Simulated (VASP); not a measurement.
# BP (sol) (I-4m2) in VASP: a series of runs, part 2 of 3

VASP 6.6.1. The steps go on from the part before.

**3. Single point, PBEsol (strained cell)**

The input, INCAR:

```
ALGO = Normal ; EDIFF = 1E-6
ENCUT = 500 ; GGA = PS
GGA_COMPAT = False ; ISIF = 2
ISMEAR = 0 ; LASPH = True
LCHARG = True ; LELF = True
LREAL = False ; LVHAR = True
LWAVE = False ; NBANDS = 11
NELM = 120 ; PREC = Accurate
SIGMA = 0.02
```

The input, KPOINTS:

```
k-points
0
Gamma
  8 8 8
```

The input, POSCAR:

```
BP
1.0
    0.0000000000      2.2827359537      2.2531104168
    2.2827359537      0.0000000000      2.2531104168
    2.2827359537      2.2827359537      0.0000000000
B P
1 1
Direct
    0.0000000000      0.0000000000      0.0000000000
    0.2500000000      0.2500000000      0.2500000000
```

Potentials or basis: VASP PAW PBE potentials, release 64 (B, P).

Command:

```sh
> cat potpaw_PBE.64/B/POTCAR potpaw_PBE.64/P/POTCAR > POTCAR
> mpirun -np 1 vasp_std > vasp.out
```

OUTCAR:

```text
EDIFF = 1E-6
   ENCUT = 500
   GGA = PS
   ISIF = 2
   ISMEAR = 0
   LASPH = True
   LREAL = False
   NELM = 120
   PREC = Accurate

 ion  position               nearest neighbor table
   1  0.000  0.000  0.000-   2 1.97   2 1.97   2 1.97   2 1.97
   2  0.250  0.250  0.250-   1 1.97   1 1.97   1 1.97   1 1.97

  LATTYP: Found a body centered tetragonal cell.
 ALAT       =     3.2282761450
 C/A-ratio  =     1.3958597812

  Lattice vectors:

 A1 = (   0.0000000000,  -2.2827359537,  -2.2531104168)
 A2 = (   0.0000000000,   2.2827359537,  -2.2531104168)
 A3 = (   2.2827359537,   0.0000000000,   2.2531104168)

Analysis of symmetry for initial positions (statically):
=====================================================================
 Subroutine PRICEL returns:
 Original cell was already a primitive cell.

 Routine SETGRP: Setting up the symmetry group for a
 body centered tetragonal supercell.

 Subroutine GETGRP returns: Found  8 space group operations
 (whereof  8 operations were pure point group operations)
 out of a pool of 16 trial point group operations.

The static configuration has the point symmetry D_2d.

Analysis of symmetry for dynamics (positions and initial velocities):
=====================================================================
 Subroutine PRICEL returns:
 Original cell was already a primitive cell.

 Routine SETGRP: Setting up the symmetry group for a
 body centered tetragonal supercell.

 Subroutine GETGRP returns: Found  8 space group operations
 (whereof  8 operations were pure point group operations)
 out of a pool of 16 trial point group operations.

The dynamic configuration has the point symmetry D_2d.

 Subroutine INISYM returns: Found  8 space group operations
 (whereof  8 operations are pure point group operations),
 and found     1 'primitive' translations

[... 120 lines left out ...]
   LHFCALC =     F    Hartree Fock is set to
   AEXX    =    0.0000 exact exchange contribution
   IVDW    =     0    specifies the selected vdW correction
   LEPSILON=     F    determine dielectric tensor
   LRPA    =     F    only Hartree local field effects (RPA)
 non-spin polarized calculation
 Gauss-broadening in eV      SIGMA  =   0.02
  energy-cutoff  :      500.00
  volume of cell :       23.48
 maximum number of plane-waves:       606
   NGX = 11   NGY = 11   NGZ = 11

 number of electron       8.0000000 magnetization

 Free energy of the ion-electron system (eV)
  ---------------------------------------------------
  ext. energy  EPLUGINS =         0.00000000
  ---------------------------------------------------
  free energy    TOTEN  =       -13.66613516 eV

  energy without entropy =      -13.66613516  energy(sigma->0) =      -13.66613516

 E-fermi :   7.5543     XC(G=0): -11.0244

 val. band max:        7.4309989355   @ k =   0.0000   0.0000   0.0000
 cond. band min:       8.4040835074   @ k =   0.3750   0.3750   0.0000
 fundamental gap:      0.9730845719
 Fermi energy:         7.5543146176

 k-point     1 :       0.0000    0.0000    0.0000
  band No.  band energies     occupation
      1      -8.1064      2.00000
      2       7.3054      2.00000
      3       7.3054      2.00000
      4       7.4310      2.00000
      5      10.6485      0.00000
      6      10.7214      0.00000
      7      10.7214      0.00000
      8      14.6113      0.00000
      9      18.5553      0.00000
     10      19.2808      0.00000
     11      19.6210      0.00000
[... 309 lines left out ...]
 k-point    24 :       0.3750    0.0000    0.1250
  band No.  band energies     occupation
      1      -5.9600      2.00000
      2       0.7660      2.00000
      3       4.9687      2.00000
      4       5.0934      2.00000
      5      10.8178      0.00000
      6      12.8760      0.00000
      7      13.5199      0.00000
      8      15.1764      0.00000
      9      19.6036      0.00000
     10      20.9583      0.00000
     11      21.5931      0.00000

 [... further k-points ...]

------------------------ aborting loop because EDIFF is reached ----------------------------------------

  FORCE on cell =-STRESS in cart. coord.  units (eV):
  Direction    XX          YY          ZZ          XY          YZ          ZX
  --------------------------------------------------------------------------------------
  -------------------------------------------------------------------------------------
  Total       -0.5515697     -0.5515697     -0.0604017      0.0000000      0.0000000      0.0000000
  in kB      -37.6345878    -37.6345878     -4.1213137      0.0000000      0.0000000      0.0000000
  external PRESSURE =     -26.4634964 kB  Pullay stress =       0.0000000 kB

 VOLUME and BASIS-vectors are now :
 -----------------------------------------------------------------------------
  energy-cutoff  :      500.00
  volume of cell :       23.48
      direct lattice vectors                 reciprocal lattice vectors
     0.000000000  2.282735954  2.253110417    -0.219035408  0.219035408  0.221915445
     2.282735954  0.000000000  2.253110417     0.219035408 -0.219035408  0.221915445
     2.282735954  2.282735954  0.000000000     0.219035408  0.219035408 -0.221915445

 POSITION                                       TOTAL-FORCE (eV/Angst)
 -----------------------------------------------------------------------------------
      0.00000      0.00000      0.00000        -0.000000     -0.000000      0.000000
      1.14137      1.14137      1.12656         0.000000      0.000000      0.000000
 -----------------------------------------------------------------------------------
    total drift:                                0.000000      0.000000      0.000000

  FREE ENERGIE OF THE ION-ELECTRON SYSTEM (eV)
  ---------------------------------------------------
  free  energy   TOTEN  =       -13.6661351552 eV

  energy  without entropy=      -13.6661351552  energy(sigma->0) =      -13.66613516
```

stdout:

```text
POSCAR found type information on POSCAR B P
 POSCAR found :  2 types and       2 ions
 scaLAPACK will be used
 -----------------------------------------------------------------------------
|                                                                             |
|                                                                             |
|     You enforced a specific xc type in the INCAR file but a different       |
|     I HOPE YOU KNOW WHAT YOU ARE DOING!                                     |
|                                                                             |
 -----------------------------------------------------------------------------

 LDA part: xc-table for (Slater+PW92), standard interpolation
 POSCAR, INCAR and KPOINTS ok, starting setup
 FFT: planning ... GRIDC
 FFT: planning ... GRID_SOFT
 FFT: planning ... GRID
 WAVECAR not read
 entering main loop
```

It used 8.4 s of CPU time on 1 thread of Intel Xeon 6975P-C (shared host).

Results:

```yaml
Free_energy: -13.6661 eV
Pressure: -2.6 GPa
Band_gap_on_the_k_mesh: 0.97 eV, indirect (least direct gap 3.22 eV)
```

Caveat: the cell differs from its parent crystal (strained cell); the PAW data sets were made with another functional, which shifts forces and pressure a little.

**4. Single point, PBEsol (strained cell)**

The input, INCAR:

```
SYSTEM = BP
PREC = Accurate
ENCUT = 500
EDIFF = 1E-6
ISMEAR = 0
SIGMA = 0.02
LREAL = .FALSE.
LASPH = .TRUE.
NELM = 120
ALGO = Normal
ISIF = 2
LWAVE = .FALSE.
LCHARG = .FALSE.
GGA = PS
NBANDS = 11
GGA_COMPAT = .FALSE.
```

The input, KPOINTS:

```
regular mesh
0
G
  8 8 8
  0 0 0
```

The input, POSCAR:

```
BP
1.0
    0.0000000000      2.2827359537      2.2495436674
    2.2827359537      0.0000000000      2.2495436674
    2.2827359537      2.2827359537      0.0000000000
B P
1 1
Direct
    0.0000000000      0.0000000000      0.0000000000
    0.2500000000      0.2500000000      0.2500000000
```

Potentials or basis: VASP PAW PBE potentials, release 64 (B, P).

Command:

```sh
> cat potpaw_PBE.64/B/POTCAR potpaw_PBE.64/P/POTCAR > POTCAR
> mpirun -np 1 vasp_std > vasp.out
```

OUTCAR:

```text
SYSTEM = BP
   PREC = Accurate
   ENCUT = 500
   EDIFF = 1E-6
   ISMEAR = 0
   LREAL = .FALSE.
   LASPH = .TRUE.
   NELM = 120
   ISIF = 2
   GGA = PS

 ion  position               nearest neighbor table
   1  0.000  0.000  0.000-   2 1.97   2 1.97   2 1.97   2 1.97
   2  0.250  0.250  0.250-   1 1.97   1 1.97   1 1.97   1 1.97

  LATTYP: Found a body centered tetragonal cell.
 ALAT       =     3.2282761450
 C/A-ratio  =     1.3936500884

  Lattice vectors:

 A1 = (   0.0000000000,  -2.2827359537,  -2.2495436674)
 A2 = (   0.0000000000,   2.2827359537,  -2.2495436674)
 A3 = (   2.2827359537,   0.0000000000,   2.2495436674)

Analysis of symmetry for initial positions (statically):
=====================================================================
 Subroutine PRICEL returns:
 Original cell was already a primitive cell.

 Routine SETGRP: Setting up the symmetry group for a
 body centered tetragonal supercell.

 Subroutine GETGRP returns: Found  8 space group operations
 (whereof  8 operations were pure point group operations)
 out of a pool of 16 trial point group operations.

The static configuration has the point symmetry D_2d.
[... 171 lines left out ...]
      2       7.3192      2.00000
      3       7.3192      2.00000
      4       7.4598      2.00000
      5      10.6639      0.00000
      6      10.7457      0.00000
      7      10.7457      0.00000
      8      14.6533      0.00000
      9      18.5849      0.00000
     10      19.2831      0.00000
     11      19.6640      0.00000
[... 309 lines left out ...]
 k-point    24 :       0.3750    0.0000    0.1250
  band No.  band energies     occupation
      1      -5.9532      2.00000
      2       0.7794      2.00000
      3       4.9774      2.00000
      4       5.1164      2.00000
      5      10.8423      0.00000
      6      12.8927      0.00000
      7      13.5513      0.00000
      8      15.2061      0.00000
      9      19.6288      0.00000
     10      20.9791      0.00000
     11      21.6303      0.00000

 [... further k-points ...]

------------------------ aborting loop because EDIFF is reached ----------------------------------------

  FORCE on cell =-STRESS in cart. coord.  units (eV):
  Direction    XX          YY          ZZ          XY          YZ          ZX
  --------------------------------------------------------------------------------------
  -------------------------------------------------------------------------------------
  Total       -0.5334672     -0.5334672      0.0158444      0.0000000      0.0000000      0.0000000
  in kB      -36.4571337    -36.4571337      1.0828054      0.0000000      0.0000000      0.0000000
  external PRESSURE =     -23.9438207 kB  Pullay stress =       0.0000000 kB

 VOLUME and BASIS-vectors are now :
 -----------------------------------------------------------------------------
  energy-cutoff  :      500.00
  volume of cell :       23.44
      direct lattice vectors                 reciprocal lattice vectors
     0.000000000  2.282735954  2.249543667    -0.219035408  0.219035408  0.222267301
     2.282735954  0.000000000  2.249543667     0.219035408 -0.219035408  0.222267301
     2.282735954  2.282735954  0.000000000     0.219035408  0.219035408 -0.222267301

 POSITION                                       TOTAL-FORCE (eV/Angst)
 -----------------------------------------------------------------------------------
      0.00000      0.00000      0.00000         0.000000      0.000000      0.000000
      1.14137      1.14137      1.12477        -0.000000     -0.000000      0.000000
 -----------------------------------------------------------------------------------
    total drift:                                0.000000      0.000000      0.000000

  FREE ENERGIE OF THE ION-ELECTRON SYSTEM (eV)
  ---------------------------------------------------
  free  energy   TOTEN  =       -13.6661545356 eV

  energy  without entropy=      -13.6661545356  energy(sigma->0) =      -13.66615454
```

stdout:

```text
POSCAR found type information on POSCAR B P
 POSCAR found :  2 types and       2 ions
 scaLAPACK will be used
 -----------------------------------------------------------------------------
|                                                                             |
|                                                                             |
|     You enforced a specific xc type in the INCAR file but a different       |
|     I HOPE YOU KNOW WHAT YOU ARE DOING!                                     |
|                                                                             |
 -----------------------------------------------------------------------------

 LDA part: xc-table for (Slater+PW92), standard interpolation
 POSCAR, INCAR and KPOINTS ok, starting setup
 FFT: planning ... GRIDC
 FFT: planning ... GRID_SOFT
 FFT: planning ... GRID
 WAVECAR not read
 entering main loop
```

Run time: 7.9 s. Hardware: 1 thread of Intel Xeon 6975P-C, shared host; peak memory 0.14 GiB.

What came out:

```
Free energy            : -13.6662 eV
Pressure               : -2.4 GPa
Band gap on the k mesh : 0.95 eV, indirect (least direct gap 3.20 eV)
```

Stress tensor (GPa, compression positive):
```
-3.65  0.00  0.00
 0.00 -3.65  0.00
 0.00  0.00  0.11
```

Levels at points of the mesh, in eV from the valence-band top:
```tsv
k point	band 1	band 2	band 3	band 4	band 5	band 6	band 7	band 8
(0.00, 0.00, 0.00)	-15.56	-0.14	-0.14	0.00	3.20	3.29	3.29	7.19
(0.50, 0.00, 0.00)	-12.22	-9.17	-1.95	-1.76	3.59	4.48	4.66	9.83
(0.50, 0.50, 0.00)	-10.61	-8.59	-4.33	-4.33	1.03	1.29	11.96	11.96
(0.50, 0.00, 0.50)	-10.75	-8.72	-4.19	-4.16	1.19	1.49	11.81	12.11
```

Caveat: the cell differs from its parent crystal (strained cell); the PAW data sets were made with another functional, which shifts forces and pressure a little. A k mesh can miss the band edges.

(Part 2 of 3 ends here.)
